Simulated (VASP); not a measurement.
Input of a VASP 6.6.1 run:

The input INCAR:

```
PREC = Accurate ; ENCUT = 520
EDIFF = 1E-6 ; ISMEAR = 0
SIGMA = 0.1 ; LREAL = F
LASPH = T ; NELM = 100
ALGO = Normal ; ISIF = 2
LWAVE = F ; LCHARG = F
GGA = PE ; NBANDS = 28
```

KPOINTS

```
regular mesh
0
Gamma
  4 4 4
```

The input POSCAR:

```
B2Pb2O
1.0
    3.0083577645      0.0000000000      0.0000000000
    0.0000000000      3.0083577645      0.0000000000
    0.0000000000      0.0000000000      8.5248177833
B Pb O
2 2 1
Direct
    0.5000000000      0.0000000000      0.5000000000
    0.0000000000      0.5000000000      0.5000000000
    0.5000000000      0.5000000000      0.8026070795
    0.5000000000      0.5000000000      0.1973929205
    0.0000000000      0.0000000000      0.0000000000
```

Potentials or basis: VASP PAW PBE potentials, release 64 (B, Pb_d, O).

Command:

```sh
$ cat potpaw_PBE.64/B/POTCAR potpaw_PBE.64/Pb_d/POTCAR potpaw_PBE.64/O/POTCAR > POTCAR
$ mpirun -np 1 vasp_std > vasp.out
```

**Question.** Predict the band gap on the k mesh.

**Answer.** Zero (bands 20 and 21 overlap by 2.50 eV).

**Question.** Predict the pressure.

**Answer.** -0.1 GPa.

Caveat: the k points lie up to 0.52 Å⁻¹ apart, too coarse for converged energies and pressures of a metal; spin-orbit coupling is left out, which moves the levels of the heavy elements.
